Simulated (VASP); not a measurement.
# Ru (P6_3/mmc) in VASP: settings compared

Aim: see how the results for Ru move with the level of theory and the settings. Levels: r2SCANh, r2SCAN+D3(BJ). Tasks: single point.

Everything below comes from runs of VASP 6.6.1. Logs are shortened: lines on timing, memory, paths and dates and some standing lists are left out, and cuts for length are marked.

### Step 1. The cell of the first run

It takes space group P6_3/mmc (No. 194, hexagonal). Conventional cell: a = 2.741 Å, b = 2.741 Å, c = 4.338 Å, α = 90.00°, β = 90.00°, γ = 120.00°. Ru (site symmetry -6m2) has 12 Ru at 2.69 to 2.74 Å within 3.5 Å.

### Step 2. Single point, r2SCANh

POSCAR reads:

```
Ru
1.0
    2.7414067149      0.0000000000      0.0000000000
   -1.3707033574      2.3741278572      0.0000000000
    0.0000000000      0.0000000000      4.3382472512
Ru
2
Direct
    0.6666666667      0.3333333333      0.7500000000
    0.3333333333      0.6666666667      0.2500000000
```

INCAR.step1 reads:

```
PREC = Accurate ; ENCUT = 520
EDIFF = 1E-5 ; ISMEAR = -1
SIGMA = 0.05 ; LREAL = F
LASPH = T ; NELM = 80
ALGO = Normal ; ISIF = 2
LWAVE = T ; LCHARG = F
NBANDS = 21 ; GGA = PE
```

INCAR.step2 reads:

```
PREC = Accurate ; ENCUT = 520
EDIFF = 1E-7 ; ISMEAR = -1
SIGMA = 0.05 ; LREAL = F
LASPH = T ; NELM = 80
ALGO = Normal ; ISIF = 2
LWAVE = F ; LCHARG = F
METAGGA = R2SCAN ; LHFCALC = T
AEXX = 0.1 ; LMIXTAU = T
PRECFOCK = Normal ; NBANDS = 21
ISTART = 1
```

KPOINTS reads:

```
regular mesh
0
Gamma
  6 6 3
```

Potentials or basis: VASP PAW PBE potentials, release 64 (Ru_pv).

On the command line:

```
cat potpaw_PBE.64/Ru_pv/POTCAR > POTCAR
cp INCAR.step1 INCAR
mpirun -np 1 vasp_std > vasp.out
cp INCAR.step2 INCAR
mpirun -np 1 vasp_std > vasp.out
```

OUTCAR:

```text
PREC = Accurate
   ENCUT = 520
   EDIFF = 1E-7
   ISMEAR = -1
   LREAL = F
   LASPH = T
   NELM = 80
   ISIF = 2
   METAGGA = R2SCAN
   LHFCALC = T
   AEXX = 0.1
   PRECFOCK = Normal
   ISTART = 1

 ion  position               nearest neighbor table
   1  0.667  0.333  0.750-   2 2.69   2 2.69   2 2.69   2 2.69   2 2.69   2 2.69
   2  0.333  0.667  0.250-   1 2.69   1 2.69   1 2.69   1 2.69   1 2.69   1 2.69

  LATTYP: Found a hexagonal cell.
 ALAT       =     2.7414067149
 C/A-ratio  =     1.5824894670

  Lattice vectors:

 A1 = (   2.7414067149,   0.0000000000,   0.0000000000)
 A2 = (  -1.3707033574,   2.3741278572,   0.0000000000)
 A3 = (   0.0000000000,   0.0000000000,   4.3382472512)

Analysis of symmetry for initial positions (statically):
=====================================================================
 Subroutine PRICEL returns:
 Original cell was already a primitive cell.

 Routine SETGRP: Setting up the symmetry group for a
 hexagonal supercell.

 Subroutine GETGRP returns: Found 24 space group operations
 (whereof 12 operations were pure point group operations)
 out of a pool of 24 trial point group operations.

The static configuration has the point symmetry D_3d.
 The point group associated with its full space group is D_6h.

Analysis of symmetry for dynamics (positions and initial velocities):
=====================================================================
 Subroutine PRICEL returns:
 Original cell was already a primitive cell.

 Routine SETGRP: Setting up the symmetry group for a
 hexagonal supercell.

 Subroutine GETGRP returns: Found 24 space group operations
 (whereof 12 operations were pure point group operations)
 out of a pool of 24 trial point group operations.

The dynamic configuration has the point symmetry D_3d.
 The point group associated with its full space group is D_6h.

 Subroutine INISYM returns: Found 24 space group operations
 (whereof 12 operations are pure point group operations),
 and found     1 'primitive' translations

----------------------------------------------------------------------------------------

                                     Primitive cell

  volume of cell :      28.2353

  direct lattice vectors                    reciprocal lattice vectors
     2.741406715  0.000000000  0.000000000     0.364776228  0.210603653  0.000000000
    -1.370703357  2.374127857  0.000000000     0.000000000  0.421207306  0.000000000
     0.000000000  0.000000000  4.338247251     0.000000000  0.000000000  0.230507839

  length of vectors
     2.741406715  2.741406715  4.338247251     0.421207306  0.421207306  0.230507839

  position of ions in fractional coordinates (direct lattice)
     0.666666667  0.333333333  0.750000000
     0.333333333  0.666666667  0.250000000

  ion indices of the primitive-cell ions
   primitive index   ion index
                 1           1
                 2           2

----------------------------------------------------------------------------------------

 KPOINTS: regular mesh

Automatic generation of k-mesh.
 Grid dimensions read from file:
 generate k-points for:    6    6    3

 Generating k-lattice:

  Cartesian coordinates                     Fractional coordinates (reciprocal lattice)
     0.060796038  0.035100609  0.000000000     0.166666667  0.000000000  0.000000000
     0.000000000  0.070201218  0.000000000     0.000000000  0.166666667  0.000000000
     0.000000000  0.000000000  0.076835946     0.000000000  0.000000000  0.333333333

  Length of vectors
     0.070201218  0.070201218  0.076835946

  Shift w.r.t. Gamma in fractional coordinates (k-lattice)
     0.000000000  0.000000000  0.000000000

 Subroutine IBZKPT returns following result:
 ===========================================

 Found     14 irreducible k-points:

 Following reciprocal coordinates:
            Coordinates               Weight
  0.000000  0.000000  0.000000      1.000000
  0.166667 -0.000000  0.000000      6.000000
  0.333333 -0.000000  0.000000      6.000000
  0.500000  0.000000  0.000000      3.000000
  0.166667  0.166667  0.000000      6.000000
  0.333333  0.166667  0.000000     12.000000
  0.333333  0.333333  0.000000      2.000000
  0.000000  0.000000  0.333333      2.000000
  0.166667 -0.000000  0.333333     12.000000
  0.333333 -0.000000  0.333333     12.000000
  0.500000  0.000000  0.333333      6.000000
  0.166667  0.166667  0.333333     12.000000
  0.333333  0.166667  0.333333     24.000000
  0.333333  0.333333  0.333333      4.000000
   k-points           NKPTS =     14   k-points in BZ     NKDIM =    108   number of bands    NBANDS=     21
   number of dos      NEDOS =    301   number of ions     NIONS =      2
   total plane-waves  NPLWV =  12800
   dimension x,y,z NGX =    20 NGY =   20 NGZ =   32
   dimension x,y,z NGXF=    40 NGYF=   40 NGZF=   64
   ions per type =               2
   NGX,Y,Z   is equivalent  to a cutoff of  12.13, 12.13, 12.26 a.u.
   NGXF,Y,Z  is equivalent  to a cutoff of  24.26, 24.26, 24.53 a.u.
 SYSTEM =  unknown system
   PREC   = accura    normal or accurate (medium, high low for compatibility)
   ISTART =      1    job   : 0-new  1-cont  2-samecut
   ICHARG =      0    charge: 1-file 2-atom 10-const
   ISPIN  =      1    spin polarized calculation?
   LNONCOLLINEAR =      F non collinear calculations
   LSORBIT =      F    spin-orbit coupling
   LASPH  =      T    aspherical Exc in radial PAW
   ENCUT  =  520.0 eV  38.22 Ry    6.18 a.u.   5.10  5.10  8.07*2*pi/ulx,y,z
   NELM   =     80;   NELMIN=  2; NELMDL=  0     # of ELM steps
   EDIFF  = 0.1E-06   stopping-criterion for ELM
   LREAL  =      F    real-space projection
   EDIFFG = 0.1E-05   stopping-criterion for IOM
   NSW    =      0    number of steps for IOM
   IBRION =     -1    ionic relax: 0-MD 1-quasi-New 2-CG
   NFREE  =      0    steps in history (QN), initial steepest desc. (CG)
   ISIF   =      2    stress and relaxation
   ISYM   =      3    0-nonsym 1-usesym 2-fastsym
   POTIM  = 0.5000    time-step for ionic-motion
   TEBEG  =    0.0;   TEEND  =   0.0 temperature during run
   PSTRESS=    0.0 pullay stress
   NELECT =      28.0000    total number of electrons
   NUPDOWN=      -1.0000    fix difference up-down
   EMIN   =  10.00;   EMAX   =-10.00  energy-range for DOS
   EFERMI =   0.00;   METHOD = LEGACY
   ISMEAR =    -1;   SIGMA  =   0.05  broadening in eV -4-tet -1-fermi 0-gaus
   EFERMI_NEDOS =   21; number of points for ismear=-14 and -15
   IALGO  =     38    algorithm
   IMIX   =      1    mixing-type and parameters
     AMIX     =   0.40;   BMIX     =  1.00
     AMIX_MAG =   1.60;   BMIX_MAG =  1.00
  volume/ion in A,a.u.               =      14.12        95.27
  Fermi-wavevector in a.u.,A,eV,Ry     =   1.632539  3.085051 36.262022  2.665183
  Thomas-Fermi vector in A             =   2.724493
   LORBIT       =      0    0 simple, 1 ext, 2 COOP (PROOUT), +10 PAW based schemes
   METAGGA = R2SCAN    functional components
   LHFCALC =     T    Hartree Fock is set to
   PRECFOCK=normal    Normal, Fast or Accurate (Low or Medium for compatibility)
   ENCUT4O =  -1.0   cutoff for four orbital integrals eV
   NKREDX  =     1    reduce k-point grid by
   NKREDY  =     1    reduce k-point grid by
   NKREDZ  =     1    reduce k-point grid by
   AEXX    =    0.1000 exact exchange contribution
   HFSCREEN=    0.0000 screening length (either q_TF or 0.3 A-1)
   HFSCREENC=   0.0000 screening length for correlation (either q_TF or 0.3 A-1)
   ENCUTFOCK=  -1.0 apply spherical cutoff to Coloumb kernel
   IVDW    =     0    specifies the selected vdW correction
   LEPSILON=     F    determine dielectric tensor
   LRPA    =     F    only Hartree local field effects (RPA)
 non-spin polarized calculation
  energy-cutoff  :      520.00
  volume of cell :       28.24
 maximum number of plane-waves:       769
  NGX = 16; NGY = 16; NGZ = 28

 number of electron      28.0000011 magnetization

 Free energy of the ion-electron system (eV)
  ---------------------------------------------------
  ext. energy  EPLUGINS =         0.00000000
  ---------------------------------------------------
  free energy    TOTEN  =       -49.68590974 eV

  energy without entropy =      -49.68356557  energy(sigma->0) =      -49.68473765

 E-fermi :  11.8844     XC(G=0): -13.7875

 val. band max:       11.7307388684   @ k =   0.1667   0.1667   0.0000
 cond. band min:      12.0799063960   @ k =   0.1667  -0.0000   0.3333
 fundamental gap:      0.3491675276
 Fermi energy:        11.8844499368

 k-point     1 :       0.0000    0.0000    0.0000
  band No.  band energies     occupation
      1     -34.2854      2.00000
      2     -33.3479      2.00000
      3     -33.3479      2.00000
      4     -33.1765      2.00000
      5     -33.1765      2.00000
      6     -33.1364      2.00000
[... 13 lines left out ...]
     20      22.3178      0.00000
     21      22.8153      0.00000

 k-point     2 :       0.1667   -0.0000    0.0000
  band No.  band energies     occupation
      1     -34.1927      2.00000
      2     -33.5347      2.00000
      3     -33.4095      2.00000
      4     -33.3691      2.00000
      5     -33.2039      2.00000
      6     -33.1820      2.00000
[... 13 lines left out ...]
     20      22.3178      0.00000
     21      22.6525      0.00000

 k-point     3 :       0.3333   -0.0000    0.0000
  band No.  band energies     occupation
      1     -33.9686      2.00000
      2     -33.9090      2.00000
      3     -33.7329      2.00000
      4     -33.5257      2.00000
      5     -33.3124      2.00000
      6     -33.2644      2.00000
[... 13 lines left out ...]
     20      22.3174      0.00000
     21      22.3179      0.00000
[... 217 lines left out ...]
 k-point    13 :       0.3333    0.1667    0.3333
  band No.  band energies     occupation
      1     -34.1095      2.00000
      2     -34.0203      2.00000
      3     -33.6704      2.00000
      4     -33.5391      2.00000
      5     -33.4454      2.00000
      6     -33.3265      2.00000
[... 13 lines left out ...]
     20      22.3177      0.00000
     21      23.4236      0.00000

 k-point    14 :       0.3333    0.3333    0.3333
  band No.  band energies     occupation
      1     -33.9986      2.00000
      2     -33.9986      2.00000
      3     -33.8694      2.00000
      4     -33.6869      2.00000
      5     -33.3803      2.00000
      6     -33.3803      2.00000
[... 13 lines left out ...]
     20      22.3177      0.00000
     21      22.3177      0.00000

------------------------ aborting loop because EDIFF is reached ----------------------------------------

  FORCE on cell =-STRESS in cart. coord.  units (eV):
  Direction    XX          YY          ZZ          XY          YZ          ZX
  --------------------------------------------------------------------------------------
  -------------------------------------------------------------------------------------
  Total       -2.4255650     -2.4255650     -3.8468582     -0.0000000      0.0000000     -0.0000000
  in kB     -137.6358669   -137.6358669   -218.2855000     -0.0000000      0.0000000     -0.0000000
  external PRESSURE =    -164.5190779 kB  Pullay stress =       0.0000000 kB

 VOLUME and BASIS-vectors are now :
 -----------------------------------------------------------------------------
  energy-cutoff  :      520.00
  volume of cell :       28.24
      direct lattice vectors                 reciprocal lattice vectors
     2.741406715  0.000000000  0.000000000     0.364776228  0.210603653  0.000000000
    -1.370703357  2.374127857  0.000000000     0.000000000  0.421207306  0.000000000
     0.000000000  0.000000000  4.338247251     0.000000000  0.000000000  0.230507839

 POSITION                                       TOTAL-FORCE (eV/Angst)
 -----------------------------------------------------------------------------------
      1.37070      0.79138      3.25369         0.000000     -0.000000      0.000000
     -0.00000      1.58275      1.08456        -0.000000      0.000000     -0.000000
 -----------------------------------------------------------------------------------
    total drift:                                0.000000      0.000000      0.000000

  FREE ENERGIE OF THE ION-ELECTRON SYSTEM (eV)
  ---------------------------------------------------
  free  energy   TOTEN  =       -49.6859097382 eV

  energy  without entropy=      -49.6835655673  energy(sigma->0) =      -49.68473765
```

Wall time 18 min (1 thread of Intel Xeon 6975P-C (Granite Rapids), shared host); peak memory 0.16 GiB.

Results:

```
Free energy            : -49.6859 eV
Pressure               : -16.5 GPa
Band gap on the k mesh : zero (bands 14 and 15 overlap by 3.55 eV)
```

Levels at points of the mesh, in eV from the Fermi level:
```
           k point  band 10  band 11  band 12  band 13  band 14  band 15  band 16  band 17  band 18  band 19
(0.00, 0.00, 0.00)    -2.88    -2.66    -2.20    -2.20    -1.69    -1.69     1.40     1.40     1.47    10.43
(0.50, 0.00, 0.00)    -3.37    -2.38    -2.00    -1.73     1.68     2.11     2.12     4.43     6.59    10.43
```

Caveat: the k points lie up to 0.48 Å⁻¹ apart, too coarse for converged energies and pressures of a metal; the PAW data sets were made with another functional, which shifts forces and pressure a little.

### Step 3. Single point, r2SCAN+D3(BJ)

This run uses another cell than the first one, of 13.85 Å³/atom.

POSCAR reads:

```
Ru
1.0
    2.7237197275      0.0000000000      0.0000000000
   -1.3618598638      2.3588104769      0.0000000000
    0.0000000000      0.0000000000      4.3102577801
Ru
2
Direct
    0.6666666667      0.3333333333      0.7500000000
    0.3333333333      0.6666666667      0.2500000000
```

INCAR.step1 reads:

```
SYSTEM = Ru
ALGO     = Normal         ! electronic algorithm
EDIFF    = 1E-5           ! SCF threshold, eV
ENCUT    = 660            ! plane-wave cutoff, eV
GGA      = PE             ! functional
GGA_COMPAT= .FALSE.      
ISMEAR   = -1             ! smearing method
LASPH    = .TRUE.         ! aspherical terms in the spheres
LCHARG   = .FALSE.        ! write CHGCAR
LREAL    = .FALSE.        ! projectors in reciprocal space
LWAVE    = .TRUE.         ! write WAVECAR
NBANDS   = 23             ! bands
NELM     = 120            ! most SCF steps
PREC     = Accurate       ! precision mode
SIGMA    = 0.05           ! smearing width, eV
```

INCAR.step2 reads:

```
SYSTEM = Ru
ALGO     = Normal         ! electronic algorithm
EDIFF    = 1E-6           ! SCF threshold, eV
ENCUT    = 660            ! plane-wave cutoff, eV
GGA_COMPAT= .FALSE.      
ISIF     = 2              ! what is computed and relaxed
ISMEAR   = -1             ! smearing method
ISTART   = 1            
IVDW     = 12             ! dispersion correction
LASPH    = .TRUE.         ! aspherical terms in the spheres
LCHARG   = .TRUE.         ! write CHGCAR
LELF     = .TRUE.         ! ELF
LMIXTAU  = .TRUE.       
LREAL    = .FALSE.        ! projectors in reciprocal space
LVHAR    = .TRUE.       
LWAVE    = .FALSE.        ! write WAVECAR
METAGGA  = R2SCAN         ! meta-GGA
NBANDS   = 23             ! bands
NELM     = 120            ! most SCF steps
PREC     = Accurate       ! precision mode
SIGMA    = 0.05           ! smearing width, eV
VDW_A1   = 0.49484001   
VDW_A2   = 5.73083694   
VDW_S6   = 1.0          
VDW_S8   = 0.78981345
```

KPOINTS reads:

```
k-points
0
G
  11 11 6
  0 0 0
```

Potentials or basis: VASP PAW PBE potentials, release 64 (Ru_sv).

On the command line:

```
cat potpaw_PBE.64/Ru_sv/POTCAR > POTCAR
cp INCAR.step1 INCAR
mpirun -np 1 vasp_std > vasp.out
cp INCAR.step2 INCAR
mpirun -np 1 vasp_std > vasp.out
```

Wall time 79 s (1 thread of Intel Xeon Platinum 8559C (Emerald Rapids), shared host); peak memory 0.19 GiB.

The run converged. Its results:

```
Free energy                : -51.4957 eV
Pressure                   : -11.4 GPa
Band gap on the k mesh     : zero (bands 16 and 17 overlap by 3.11 eV)
Dispersion energy per atom : -0.288 eV
```

Stress tensor (GPa, compression positive):
```
-10.99   0.00   0.00
  0.00 -10.99   0.00
  0.00   0.00 -12.36
```

Levels at points of the mesh, in eV from the Fermi level:
```tsv
k point	band 14	band 15	band 16	band 17	band 18	band 19
(0.00, 0.00, 0.00)	-1.87	-1.87	-1.35	-1.35	1.27	1.27
(0.00, 0.00, 0.50)	-2.72	-2.69	-2.69	0.61	0.61	0.61
```

Caveat: the cell stands under tension; the PAW data sets were made with another functional, which shifts forces and pressure a little.
